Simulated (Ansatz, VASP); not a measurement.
TePb: VASP beside Ansatz

```
Pb Te
1.0
    -0.02451    3.26784    3.26784
     3.26784   -0.02451    3.26784
     3.24333    3.24333    0.00000
Pb Te
1 1
Direct
  0.00000 0.00000 0.00000
  0.50000 0.50000 0.50000
```

Change from the starting cell: shear_xy strain -1.5%.

Alike in both runs: task single point; functional r2SCAN; k mesh 8 × 8 × 8; no spin polarisation.

|  | VASP | Ansatz |
| --- | --- | --- |
| version | VASP 6.6.1 | Ansatz 0.2.0 |
| potentials or method | VASP PAW PBE potentials, release 64 (Pb_d, Te) | plane waves, PAW |
| plane-wave cutoff (eV) | 520 | 500 |
| occupations | gaussian, width 0.01 eV | fixed |
| valence electrons in the cell | 20 | 30 |

```csv
,VASP,Ansatz,Ansatz less VASP
gap on the k mesh at the Fermi level (eV),1.02,1.01,-0.003
pressure (GPa),0.0,0.0,+0.01
"traceless stress, the component that is largest in VASP (GPa)",0.23,0.23,0.000
```

VASP's potentials were made for PBE, not for r2SCAN. VASP's potentials hold 20 valence electrons a cell and Ansatz's 30, so a difference there can come from the potentials and not from the codes.

Spin-orbit coupling is off throughout.
